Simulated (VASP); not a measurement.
# SiC (Moissanite 3C) (F-43m) in VASP: a series of runs

The runs below take SiC (Moissanite 3C) through single point, with r2SCAN, PBE.

All numbers are computed with VASP 6.6.1; they aren't measurements. Logs are shortened: lines on timing, memory, paths and dates and some standing lists are left out, and cuts for length are marked.

**The experiment to reproduce.**

“Insight into the structural, elastic and electronic properties of a new orthorhombic 6O-SiC polytype”, 2020, pmc:7200658 quotes, for a bulk crystal of SiC: band gap 2.4 eV (indirect).

The runs below are set against these values where they give the same quantity.

## (1) The cell of the first run

The structure is cubic, space group F-43m (No. 216). Conventional cell: a = 4.414 Å, b = 4.414 Å, c = 4.414 Å, α = 90.00°, β = 90.00°, γ = 90.00°. Si (site symmetry -43m) has 4 C at 1.91 Å within 2.5 Å. C (site symmetry -43m) has 4 Si at 1.91 Å within 2.5 Å.

## (2) Single point, r2SCAN (volume scaled by 1.040)

The input, POSCAR:

```
SiC
1.0
    0.0000000000      2.2068033004      2.2068033004
    2.2068033004      0.0000000000      2.2068033004
    2.2068033004      2.2068033004      0.0000000000
Si C
1 1
Direct
    0.0000000000      0.0000000000      0.0000000000
    0.2500000000      0.2500000000      0.2500000000
```

The input, INCAR.step1:

```
SYSTEM = SiC
ALGO = Normal
EDIFF = 1E-4
ENCUT = 520
GGA = PE
ISMEAR = 0
LASPH = .True.
LCHARG = .False.
LREAL = .False.
LWAVE = .True.
NBANDS = 11
NELM = 80
PREC = Accurate
SIGMA = 0.05
```

The input, INCAR.step2:

```
SYSTEM = SiC
ALGO = Normal
EDIFF = 1E-6
ENCUT = 520
ISIF = 2
ISMEAR = 0
ISTART = 1
LASPH = .True.
LCHARG = .True.
LELF = .True.
LMIXTAU = .True.
LREAL = .False.
LVHAR = .True.
LWAVE = .False.
METAGGA = R2SCAN
NBANDS = 11
NELM = 80
PREC = Accurate
SIGMA = 0.05
```

The input, KPOINTS:

```
k-points
0
Gamma
  10 10 10
  0 0 0
```

Potentials or basis: VASP PAW PBE potentials, release 64 (Si, C).

The run is started by

```
cat potpaw_PBE.64/Si/POTCAR potpaw_PBE.64/C/POTCAR > POTCAR
cp INCAR.step1 INCAR
mpirun -np 1 vasp_std > vasp.out
cp INCAR.step2 INCAR
mpirun -np 1 vasp_std > vasp.out
```

OUTCAR:

```text
SYSTEM = SiC
   EDIFF = 1E-6
   ENCUT = 520
   ISIF = 2
   ISMEAR = 0
   ISTART = 1
   LASPH = .True.
   LREAL = .False.
   METAGGA = R2SCAN
   NELM = 80
   PREC = Accurate

 ion  position               nearest neighbor table
   1  0.000  0.000  0.000-   2 1.91   2 1.91   2 1.91   2 1.91
   2  0.250  0.250  0.250-   1 1.91   1 1.91   1 1.91   1 1.91

  LATTYP: Found a face centered cubic cell.
 ALAT       =     4.4136066008

  Lattice vectors:

 A1 = (   0.0000000000,   2.2068033004,   2.2068033004)
 A2 = (   2.2068033004,   0.0000000000,   2.2068033004)
 A3 = (   2.2068033004,   2.2068033004,   0.0000000000)

Analysis of symmetry for initial positions (statically):
=====================================================================
 Subroutine PRICEL returns:
 Original cell was already a primitive cell.

 Routine SETGRP: Setting up the symmetry group for a
 face centered cubic supercell.

 Subroutine GETGRP returns: Found 24 space group operations
 (whereof 24 operations were pure point group operations)
 out of a pool of 48 trial point group operations.

The static configuration has the point symmetry T_d .

Analysis of symmetry for dynamics (positions and initial velocities):
=====================================================================
 Subroutine PRICEL returns:
 Original cell was already a primitive cell.

 Routine SETGRP: Setting up the symmetry group for a
 face centered cubic supercell.

 Subroutine GETGRP returns: Found 24 space group operations
 (whereof 24 operations were pure point group operations)
 out of a pool of 48 trial point group operations.

The dynamic configuration has the point symmetry T_d .

 Subroutine INISYM returns: Found 24 space group operations
 (whereof 24 operations are pure point group operations),
 and found     1 'primitive' translations

----------------------------------------------------------------------------------------

                                     Primitive cell

  volume of cell :      21.4942

  direct lattice vectors                    reciprocal lattice vectors
     0.000000000  2.206803300  2.206803300    -0.226572074  0.226572074  0.226572074
     2.206803300  0.000000000  2.206803300     0.226572074 -0.226572074  0.226572074
     2.206803300  2.206803300  0.000000000     0.226572074  0.226572074 -0.226572074

  length of vectors
     3.120891157  3.120891157  3.120891157     0.392434343  0.392434343  0.392434343

  position of ions in fractional coordinates (direct lattice)
     0.000000000  0.000000000  0.000000000
     0.250000000  0.250000000  0.250000000

  ion indices of the primitive-cell ions
   primitive index   ion index
                 1           1
                 2           2

----------------------------------------------------------------------------------------

 KPOINTS: k-points

Automatic generation of k-mesh.
 Grid dimensions read from file:
 generate k-points for:   10   10   10

 Generating k-lattice:

  Cartesian coordinates                     Fractional coordinates (reciprocal lattice)
    -0.022657207  0.022657207  0.022657207     0.100000000  0.000000000  0.000000000
     0.022657207 -0.022657207  0.022657207     0.000000000  0.100000000  0.000000000
     0.022657207  0.022657207 -0.022657207     0.000000000  0.000000000  0.100000000

  Length of vectors
     0.039243434  0.039243434  0.039243434

  Shift w.r.t. Gamma in fractional coordinates (k-lattice)
     0.000000000  0.000000000  0.000000000

 Subroutine IBZKPT returns following result:
 ===========================================

 Found     47 irreducible k-points:

 Following reciprocal coordinates:
            Coordinates               Weight
  0.000000  0.000000  0.000000      1.000000
  0.100000  0.000000  0.000000      8.000000
  0.200000  0.000000  0.000000      8.000000
  0.300000  0.000000  0.000000      8.000000
  0.400000  0.000000  0.000000      8.000000
  0.500000  0.000000  0.000000      4.000000
[... 16 lines left out ...]
  0.300000  0.300000  0.000000      6.000000
  0.400000  0.300000  0.000000     24.000000
 [... further k-points ...]
   k-points           NKPTS =     47   k-points in BZ     NKDIM =     47   number of bands    NBANDS=     11
   number of dos      NEDOS =    301   number of ions     NIONS =      2
   total plane-waves  NPLWV =  13824
   dimension x,y,z NGX =    24 NGY =   24 NGZ =   24
   dimension x,y,z NGXF=    48 NGYF=   48 NGZF=   48
   ions per type =               1   1
   NGX,Y,Z   is equivalent  to a cutoff of  12.78, 12.78, 12.78 a.u.
   NGXF,Y,Z  is equivalent  to a cutoff of  25.57, 25.57, 25.57 a.u.
 SYSTEM =  SiC
   PREC   = accura    normal or accurate (medium, high low for compatibility)
   ISTART =      1    job   : 0-new  1-cont  2-samecut
   ICHARG =      0    charge: 1-file 2-atom 10-const
   ISPIN  =      1    spin polarized calculation?
   LNONCOLLINEAR =      F non collinear calculations
   LSORBIT =      F    spin-orbit coupling
   LASPH  =      T    aspherical Exc in radial PAW
   ENCUT  =  520.0 eV  38.22 Ry    6.18 a.u.   5.80  5.80  5.80*2*pi/ulx,y,z
   NELM   =     80;   NELMIN=  2; NELMDL=  0     # of ELM steps
   EDIFF  = 0.1E-05   stopping-criterion for ELM
   LREAL  =      F    real-space projection
   EDIFFG = 0.1E-04   stopping-criterion for IOM
   NSW    =      0    number of steps for IOM
   IBRION =     -1    ionic relax: 0-MD 1-quasi-New 2-CG
   NFREE  =      0    steps in history (QN), initial steepest desc. (CG)
   ISIF   =      2    stress and relaxation
   ISYM   =      2    0-nonsym 1-usesym 2-fastsym
   POTIM  = 0.5000    time-step for ionic-motion
   TEBEG  =    0.0;   TEEND  =   0.0 temperature during run
   PSTRESS=    0.0 pullay stress
   NELECT =       8.0000    total number of electrons
   NUPDOWN=      -1.0000    fix difference up-down
   EMIN   =  10.00;   EMAX   =-10.00  energy-range for DOS
   EFERMI =   0.00;   METHOD = LEGACY
   ISMEAR =     0;   SIGMA  =   0.05  broadening in eV -4-tet -1-fermi 0-gaus
   EFERMI_NEDOS =   21; number of points for ismear=-14 and -15
   IALGO  =     38    algorithm
   IMIX   =      4    mixing-type and parameters
     AMIX     =   0.40;   BMIX     =  1.00
     AMIX_MAG =   1.60;   BMIX_MAG =  1.00
  volume/ion in A,a.u.               =      10.75        72.52
  Fermi-wavevector in a.u.,A,eV,Ry     =   1.177600  2.225342 18.867773  1.386742
  Thomas-Fermi vector in A             =   2.313944
   LORBIT       =      0    0 simple, 1 ext, 2 COOP (PROOUT), +10 PAW based schemes
   METAGGA = R2SCAN    functional components
   LHFCALC =     F    Hartree Fock is set to
   AEXX    =    0.0000 exact exchange contribution
   IVDW    =     0    specifies the selected vdW correction
   LEPSILON=     F    determine dielectric tensor
   LRPA    =     F    only Hartree local field effects (RPA)
 non-spin polarized calculation
 Gauss-broadening in eV      SIGMA  =   0.05
  energy-cutoff  :      520.00
  volume of cell :       21.49
 maximum number of plane-waves:       589
   NGX = 11   NGY = 11   NGZ = 11

 number of electron       8.0000001 magnetization

 Free energy of the ion-electron system (eV)
  ---------------------------------------------------
  ext. energy  EPLUGINS =         0.00000000
  ---------------------------------------------------
  free energy    TOTEN  =       -19.30443423 eV

  energy without entropy =      -19.30443423  energy(sigma->0) =      -19.30443423

 E-fermi :   7.7874     XC(G=0): -11.7646

 val. band max:        7.5634140102   @ k =   0.0000   0.0000   0.0000
 cond. band min:       9.3117093603   @ k =   0.5000   0.5000   0.0000
 fundamental gap:      1.7482953501
 Fermi energy:         7.7874003782

 k-point     1 :       0.0000    0.0000    0.0000
  band No.  band energies     occupation
      1      -8.3168      2.00000
      2       7.5634      2.00000
      3       7.5634      2.00000
      4       7.5634      2.00000
      5      13.9202      0.00000
      6      15.1332      0.00000
      7      15.1332      0.00000
      8      15.1332      0.00000
      9      22.5405      0.00000
     10      22.5405      0.00000
     11      24.7084      0.00000

 k-point     2 :       0.1000    0.0000    0.0000
  band No.  band energies     occupation
      1      -8.1205      2.00000
      2       6.5184      2.00000
      3       7.4244      2.00000
      4       7.4244      2.00000
      5      14.2324      0.00000
      6      15.3863      0.00000
      7      15.3863      0.00000
      8      15.4240      0.00000
      9      21.6358      0.00000
     10      21.6358      0.00000
     11      24.5973      0.00000

 k-point     3 :       0.2000    0.0000    0.0000
  band No.  band energies     occupation
      1      -7.5416      2.00000
      2       4.3443      2.00000
      3       7.1049      2.00000
      4       7.1049      2.00000
      5      13.9766      0.00000
      6      15.7751      0.00000
      7      15.7751      0.00000
      8      16.7256      0.00000
      9      20.9811      0.00000
     10      20.9811      0.00000
     11      23.6729      0.00000

 k-point     4 :       0.3000    0.0000    0.0000
  band No.  band energies     occupation
      1      -6.6218      2.00000
      2       1.9966      2.00000
      3       6.7748      2.00000
      4       6.7748      2.00000
      5      13.5644      0.00000
      6      15.6729      0.00000
      7      15.6729      0.00000
      8      17.8511      0.00000
      9      21.8175      0.00000
     10      21.8175      0.00000
     11      23.3578      0.00000
[... 239 lines left out ...]
 k-point    22 :      -0.2000    0.2000    0.0000
  band No.  band energies     occupation
      1      -6.3120      2.00000
      2       2.6054      2.00000
      3       4.3123      2.00000
      4       6.8823      2.00000
      5      14.4945      0.00000
      6      15.8968      0.00000
      7      16.2855      0.00000
      8      17.1292      0.00000
      9      19.5900      0.00000
     10      23.6436      0.00000
     11      27.3554      0.00000

 k-point    23 :       0.3000    0.3000    0.0000
  band No.  band energies     occupation
      1      -6.0425      2.00000
      2       3.0052      2.00000
      3       5.1469      2.00000
      4       5.1469      2.00000
      5      11.1034      0.00000
      6      13.5469      0.00000
      7      19.5558      0.00000
      8      19.5558      0.00000
      9      20.4537      0.00000
     10      25.2194      0.00000
     11      30.1136      0.00000

 k-point    24 :       0.4000    0.3000    0.0000
  band No.  band energies     occupation
      1      -5.1855      2.00000
      2       1.7705      2.00000
      3       4.3671      2.00000
      4       4.8771      2.00000
      5      10.8174      0.00000
      6      13.5508      0.00000
      7      19.6304      0.00000
      8      19.9860      0.00000
      9      21.9320      0.00000
     10      26.2799      0.00000
     11      29.4404      0.00000

 [... further k-points ...]
[... 5 lines left out ...]
  --------------------------------------------------------------------------------------
  -------------------------------------------------------------------------------------
  Total       -1.1255429     -1.1255429     -1.1255429      0.0000000      0.0000000      0.0000000
  in kB      -83.8980279    -83.8980279    -83.8980279      0.0000000      0.0000000      0.0000000
  external PRESSURE =     -83.8980279 kB  Pullay stress =       0.0000000 kB

 VOLUME and BASIS-vectors are now :
 -----------------------------------------------------------------------------
  energy-cutoff  :      520.00
  volume of cell :       21.49
      direct lattice vectors                 reciprocal lattice vectors
     0.000000000  2.206803300  2.206803300    -0.226572074  0.226572074  0.226572074
     2.206803300  0.000000000  2.206803300     0.226572074 -0.226572074  0.226572074
     2.206803300  2.206803300  0.000000000     0.226572074  0.226572074 -0.226572074

 POSITION                                       TOTAL-FORCE (eV/Angst)
 -----------------------------------------------------------------------------------
      0.00000      0.00000      0.00000         0.000000      0.000000      0.000000
      1.10340      1.10340      1.10340        -0.000000     -0.000000     -0.000000
 -----------------------------------------------------------------------------------
    total drift:                               -0.000000     -0.000000     -0.000000

  FREE ENERGIE OF THE ION-ELECTRON SYSTEM (eV)
  ---------------------------------------------------
  free  energy   TOTEN  =       -19.3044342323 eV

  energy  without entropy=      -19.3044342323  energy(sigma->0) =      -19.30443423
```

It took 13 s on 1 thread of Intel Xeon 6975P-C (Granite Rapids), shared host; peak memory 0.14 GiB.

What came out:

```yaml
Free_energy: -19.3044 eV
Pressure: -8.4 GPa
Band_gap_on_the_k_mesh: 1.75 eV, indirect (least direct gap 5.01 eV)
```

Caveat: the cell differs from its parent crystal (volume scaled by 1.040); the PAW data sets were made with another functional, which shifts forces and pressure a little.

## (3) Single point, PBE

This run uses another cell than the first one, of 10.35 Å³/atom, 0.963 times its volume.

The input, INCAR:

```
SYSTEM = SiC
PREC = Accurate ; ENCUT = 520
EDIFF = 1E-7 ; ISMEAR = 0
SIGMA = 0.05 ; LREAL = .FALSE.
LASPH = .TRUE. ; NELM = 60
ALGO = Normal ; ISIF = 2
LWAVE = .FALSE. ; LCHARG = .FALSE.
GGA = PE ; NBANDS = 11
```

The input, KPOINTS:

```
regular mesh
0
G
  8 8 8
  0 0 0
```

The input, POSCAR:

```
SiC
1.0
    0.0000000000      2.1790000000      2.1790000000
    2.1790000000      0.0000000000      2.1790000000
    2.1790000000      2.1790000000      0.0000000000
Si C
1 1
Direct
    0.0000000000      0.0000000000      0.0000000000
    0.2500000000      0.2500000000      0.2500000000
```

Potentials or basis: VASP PAW PBE potentials, release 64 (Si, C).

The run is started by

```
cat potpaw_PBE.64/Si/POTCAR potpaw_PBE.64/C/POTCAR > POTCAR
mpirun -np 1 vasp_std > vasp.out
```

Run time: 4.6 s. Hardware: 1 thread of Intel Xeon Platinum 8259CL at 2.50GHz (Skylake/Cascade Lake), shared host; peak memory 0.13 GiB.

It converged, with:

```
Free energy            : -15.0567 eV
Pressure               : 3.2 GPa
Band gap on the k mesh : 1.36 eV, indirect (least direct gap 4.54 eV)
```

Levels at points of the mesh, in eV from the valence-band top:
```csv
k point,band 1,band 2,band 3,band 4,band 5,band 6,band 7,band 8
"(0.00, 0.00, 0.00)",-15.40,0.00,0.00,0.00,6.23,7.31,7.31,7.31
"(0.50, 0.00, 0.00)",-11.84,-8.53,-1.05,-1.05,5.43,7.23,7.23,10.05
"(0.50, 0.50, 0.00)",-10.39,-7.80,-3.19,-3.19,1.36,4.32,14.03,14.03
```

A k mesh can miss the band edges. A hybrid or GW would open this gap; PBE tends to underestimate it.

## (4) Single point, PBE

This run uses another cell than the first one, of 10.57 Å³/atom, 0.984 times its volume.

The input, INCAR:

```
PREC = Accurate
ENCUT = 520
EDIFF = 1E-7
ISMEAR = 0
SIGMA = 0.05
LREAL = False
LASPH = True
NELM = 100
ALGO = Normal
ISIF = 2
LWAVE = False
LCHARG = False
GGA = PE
NBANDS = 11
```

The input, KPOINTS:

```
regular mesh
0
Gamma
  8 8 8
```

The input, POSCAR:

```
SiC
1.0
    0.0000000000      2.1947180331      2.1947180331
    2.1947180331      0.0000000000      2.1947180331
    2.1947180331      2.1947180331      0.0000000000
Si C
1 1
Direct
    0.0000000000      0.0000000000      0.0000000000
    0.2500000000      0.2500000000      0.2500000000
```

The run is started by

```
cat potpaw_PBE.64/Si/POTCAR potpaw_PBE.64/C/POTCAR > POTCAR
mpirun -np 1 vasp_std > vasp.out
```

Wall time 4.6 s (1 thread of Intel Xeon Platinum 8259CL at 2.50GHz (Skylake/Cascade Lake), shared host); peak memory 0.13 GiB.

Results (log left out):

| Property | Result |
| --- | --- |
| Free energy | -15.0592 eV |
| Pressure | -1.4 GPa |
| Band gap on the k mesh | 1.38 eV, indirect (least direct gap 4.52 eV) |

Levels at points of the mesh, in eV from the valence-band top:
```tsv
k point	band 2	band 3	band 4	band 5	band 6	band 7
(0.00, 0.00, 0.00)	0.00	0.00	0.00	5.98	7.16	7.16
(0.50, 0.00, 0.00)	-8.42	-1.05	-1.05	5.24	7.14	7.14
(0.50, 0.50, 0.00)	-7.73	-3.14	-3.14	1.38	4.25	13.78
```

## (5) Single point, PBE

This run uses another cell than the first one, of 10.50 Å³/atom, 0.977 times its volume.

The input, INCAR:

```
PREC = Accurate
ENCUT = 520
EDIFF = 1E-6
ISMEAR = 0
SIGMA = 0.05
LREAL = F
LASPH = T
NELM = 100
ALGO = Normal
ISIF = 2
LWAVE = F
LCHARG = F
GGA = PE
NBANDS = 11
```

KPOINTS is that of step 4.

The input, POSCAR:

```
SiC
1.0
    0.0000000000      2.1898640504      2.1898640504
    2.1898640504      0.0000000000      2.1898640504
    2.1898640504      2.1898640504      0.0000000000
Si C
1 1
Direct
    0.0000000000      0.0000000000      0.0000000000
    0.2500000000      0.2500000000      0.2500000000
```

The run is started by

```
cat potpaw_PBE.64/Si/POTCAR potpaw_PBE.64/C/POTCAR > POTCAR
mpirun -np 1 vasp_std > vasp.out
```

Run time: 4.6 s. Hardware: 1 thread of Intel Xeon Platinum 8259CL at 2.50GHz (Skylake/Cascade Lake), shared host; peak memory 0.13 GiB.

The run converged. Its results:

```yaml
Free_energy: -15.0598 eV
Pressure: 0.0 GPa
Band_gap_on_the_k_mesh: 1.37 eV, indirect (least direct gap 4.53 eV)
```

Levels at points of the mesh, in eV from the valence-band top:
| k point | band 2 | band 3 | band 4 | band 5 | band 6 | band 7 |
| --- | --- | --- | --- | --- | --- | --- |
| (0.00, 0.00, 0.00) | 0.00 | 0.00 | 0.00 | 6.06 | 7.20 | 7.20 |
| (0.50, 0.00, 0.00) | -8.45 | -1.05 | -1.05 | 5.30 | 7.17 | 7.17 |
| (0.50, 0.50, 0.00) | -7.75 | -3.16 | -3.16 | 1.37 | 4.27 | 13.86 |

## (6) Overview

| level | cell | k mesh | gap on the mesh (eV) | pressure (GPa) |
| --- | --- | --- | --- | --- |
| r2SCAN | a = 3.121 Å, angles 60.0°, 2 atoms | 10 × 10 × 10 | 1.75 | -8.4 |
| PBE | a = 3.082 Å, angles 60.0°, 2 atoms | 8 × 8 × 8 | 1.36 | 3.2 |
| PBE | a = 3.104 Å, angles 60.0°, 2 atoms | 8 × 8 × 8 | 1.38 | -1.4 |
| PBE | a = 3.097 Å, angles 60.0°, 2 atoms | 8 × 8 × 8 | 1.37 | 0.0 |

Alike in all rows: task single point; potentials or basis VASP PAW PBE potentials, release 64 (Si, C); no spin polarisation; cutoff (eV) 520; smearing gaussian 0.05 eV.

Caveats: the PAW data sets were made with another functional, which shifts forces and pressure a little (some runs).

Absolute energies hang on the potentials; compare differences alone.

## (7) Comparison with measurements

Step 4. A measured gap of SiC is 2.4 eV (indirect; quoted in “Insight into the structural, elastic and electronic properties of a new orthorhombic 6O-SiC polytype”, 2020, pmc:7200658); the calculated 1.38 eV misses it by -1.02 eV. The value is that of PBE on a finite k mesh, which can miss the band edges, without temperature or zero-point motion. Semilocal functionals fall short of measured gaps as a rule.

Step 5. A measured gap of SiC is 2.4 eV (indirect; quoted in “Insight into the structural, elastic and electronic properties of a new orthorhombic 6O-SiC polytype”, 2020, pmc:7200658); the calculated 1.37 eV misses it by -1.03 eV. The value is that of PBE on a finite k mesh, which can miss the band edges, without temperature or zero-point motion. Semilocal functionals fall short of measured gaps as a rule.
